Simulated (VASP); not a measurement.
Set up this calculation in VASP 6.6.1, as the native input.

- Task: single point
- Functional: PBE
- Potentials or basis: VASP PAW PBE potentials, release 64 (Zn, O)
- Cutoff: 520 eV
- k mesh: 12 × 12 × 6
- Occupations: gaussian, width 0.05 eV
- Spin: no spin polarisation
- Dipole correction: no
- Further INCAR settings: ALGO = Normal; EDIFF = 1e-06; NBANDS = 26

The structure of ZnO lies in POSCAR:

```
ZnO
1.0
    3.0171172954      0.0000000000      0.0000000000
   -1.5085586477      2.6129002241      0.0000000000
    0.0000000000      0.0000000000      5.0814052441
Zn O
2 2
Direct
    0.3333333333      0.6666666667      0.0015026881
    0.6666666667      0.3333333333      0.5015026881
    0.3333333333      0.6666666667      0.3805973119
    0.6666666667      0.3333333333      0.8805973119
```

This cell differs from its parent crystal: strain -0.080 along x and y, -0.040 along z.

One way to write it, as run:

INCAR

```
PREC = Accurate
ENCUT = 520
EDIFF = 1E-6
ISMEAR = 0
SIGMA = 0.05
LREAL = F
LASPH = T
NELM = 80
ALGO = Normal
ISIF = 2
LWAVE = F
LCHARG = F
GGA = PE
NBANDS = 26
```

KPOINTS

```
Automatic mesh
0
Gamma
  12 12 6
```

Potentials or basis: VASP PAW PBE potentials, release 64 (Zn, O).

Launch:

```bash
$ cat potpaw_PBE.64/Zn/POTCAR potpaw_PBE.64/O/POTCAR > POTCAR
$ mpirun -np 1 vasp_std > vasp.out
```

Results of the run:

The pressure is 45.2 GPa and the largest force is 0.855 eV/Å. The band gap on the k mesh is 0.93 eV.

Caveat: the cell differs from its parent crystal (strain -0.080 along x and y, -0.040 along z); the cell stands under pressure.

It took 84 s on 1 thread of Intel Xeon 8259CL (shared host), peak memory 0.21 GiB.
